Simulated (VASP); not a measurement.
A run of VASP 6.6.1:

INCAR

```
PREC = Accurate
ENCUT = 520
EDIFF = 1E-6
ISMEAR = 0
SIGMA = 0.1
LREAL = F
LASPH = T
NELM = 100
ALGO = Normal
ISIF = 2
LWAVE = F
LCHARG = F
GGA = PE
NBANDS = 16
```

The input KPOINTS:

```
regular mesh
0
Gamma
  9 9 8
```

Contents of POSCAR:

```
NbTe
1.0
    3.6529276759      0.0000000000      0.0000000000
   -1.8264638379      3.1635286059      0.0000000000
    0.0000000000      0.0000000000      3.6442831093
Nb Te
1 1
Direct
    0.0000000000      0.0000000000      0.5000000000
    0.6666666667      0.3333333333      0.0000000000
```

Potentials or basis: VASP PAW PBE potentials, release 64 (Nb_sv, Te).

The run is started by

```sh
$ cat potpaw_PBE.64/Nb_sv/POTCAR potpaw_PBE.64/Te/POTCAR > POTCAR
$ mpirun -np 1 vasp_std > vasp.out
```

Hardware: 1 thread of AMD EPYC 7R13 Processor (Zen 3), on a shared host.

Question: Estimate the wall time of this run.

Answer: It took 24 s on 1 thread of AMD EPYC 7R13 Processor (Zen 3) (shared host), peak memory 0.15 GiB. Counts: scf iterations 12, k points 60.
